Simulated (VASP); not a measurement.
## SiNi: relaxation of cell and atoms with PBEsol

SiNi:

```
CELL_PARAMETERS angstrom
2.94277 0.00000 0.00000
0.00000 3.28033 0.00000
0.00000 0.00000 4.67745
ATOMIC_POSITIONS crystal
Ni 0.50000 0.50000 0.34250
Ni 0.00000 0.00000 0.65750
Si 0.50000 0.50000 0.84314
Si 0.00000 0.00000 0.15686
```

```
Program                : VASP 6.6.1
Task                   : relaxation of cell and atoms
Functional             : PBEsol
Potentials or basis    : VASP PAW PBE potentials, release 64 (Ni, Si)
Cutoff                 : 600 eV
k mesh                 : 9 × 8 × 6
Occupations            : fermi-dirac, width 0.05 eV
Spin                   : collinear spin, ferromagnetic start
Starting moments       : [1.0, 1.0, 0.0, 0.0] μB
Dipole correction      : no
Further INCAR settings : ALGO = Normal; EDIFF = 1e-06; IBRION = 2; EDIFFG = -0.01; NSW = 60; ISIF = 3
```

| Property | Result |
| --- | --- |
| Relaxed volume | 11.32 Å³/atom |
| Relaxed cell | a = 2.947 Å, b = 3.290 Å, c = 4.670 Å, α = 90.00°, β = 90.00°, γ = 90.00° |
| Space group after relaxing (to 0.1 Å) | Pmmn (No. 59) |
| Energy gained by relaxing | 0.3 meV/atom |
| Ionic steps | 6 |
| Pressure after relaxing | 0.0 GPa |
| Largest force after relaxing | 0.004 eV/Å |
| Band gap on the k mesh | zero (filled and empty bands overlap) |
| Net moment | 0.00 μB per cell |
| Valence electrons inside the program's atomic spheres | Ni 9.60; Si 1.61 |

Forces on the atoms (eV/Å):
```
Ni   0.000  0.000  0.003
Ni   0.000  0.000 -0.003
Si   0.000  0.000  0.004
Si   0.000  0.000 -0.004
```

Stress tensor (GPa, compression positive):
```
-0.08  0.00  0.00
 0.00  0.09  0.00
 0.00  0.00 -0.01
```

The path:
| step | energy change (eV) | largest force (eV/Å) | pressure (GPa) | volume (Å³) |
| --- | --- | --- | --- | --- |
| 1 | 0.0000 | 0.0936 | 0.37 | 45.15 |
| 2 | -0.0011 | 0.0098 | -0.25 | 45.32 |
| 3 | -0.0011 | 0.0078 | -0.22 | 45.33 |
| 4 | -0.0012 | 0.0116 | 0.06 | 45.24 |
| 5 | -0.0012 | 0.0065 | 0.08 | 45.26 |
| 6 | -0.0012 | 0.0039 | 0.00 | 45.27 |

Final structure:
```
CELL_PARAMETERS angstrom
2.94698 0.00000 0.00000
0.00000 3.28973 0.00000
0.00000 0.00000 4.66967
ATOMIC_POSITIONS crystal
Ni 0.50000 0.50000 0.34324
Ni 0.00000 0.00000 0.65676
Si 0.50000 0.50000 0.84205
Si 0.00000 0.00000 0.15795
```

Levels at points of the mesh, in eV from the Fermi level:
Spin up:
```csv
k point,band 12,band 13,band 14,band 15,band 16,band 17
"(0.00, 0.00, 0.00)",-2.05,-2.04,-1.40,1.24,2.71,5.18
"(0.00, 0.50, 0.00)",-2.27,-2.22,-2.22,1.16,1.16,4.99
"(0.00, 0.00, 0.50)",-2.10,1.10,1.55,2.05,2.38,2.94
"(0.00, 0.50, 0.50)",-2.07,-2.05,-2.05,5.26,5.26,5.42
```
Spin down:
| k point | band 10 | band 11 | band 12 | band 13 | band 14 | band 15 | band 16 | band 17 | band 18 | band 19 |
| --- | --- | --- | --- | --- | --- | --- | --- | --- | --- | --- |
| (0.00, 0.00, 0.00) | -2.74 | -2.36 | -2.05 | -2.04 | -1.40 | 1.24 | 2.71 | 5.18 | 5.56 | 7.28 |
| (0.00, 0.50, 0.00) | -2.79 | -2.27 | -2.27 | -2.22 | -2.22 | 1.16 | 1.16 | 4.99 | 4.99 | 7.88 |
| (0.00, 0.00, 0.50) | -2.80 | -2.72 | -2.10 | 1.10 | 1.55 | 2.05 | 2.38 | 2.94 | 3.65 | 4.49 |
| (0.00, 0.50, 0.50) | -2.57 | -2.07 | -2.07 | -2.05 | -2.05 | 5.26 | 5.26 | 5.42 | 5.42 | 7.21 |

Wall time 8.4 min on 1 thread of Oxide Virtual Turin-like Processor (shared host), peak memory 0.27 GiB.

Caveat: the PAW data sets were made with another functional, which shifts forces and pressure a little.
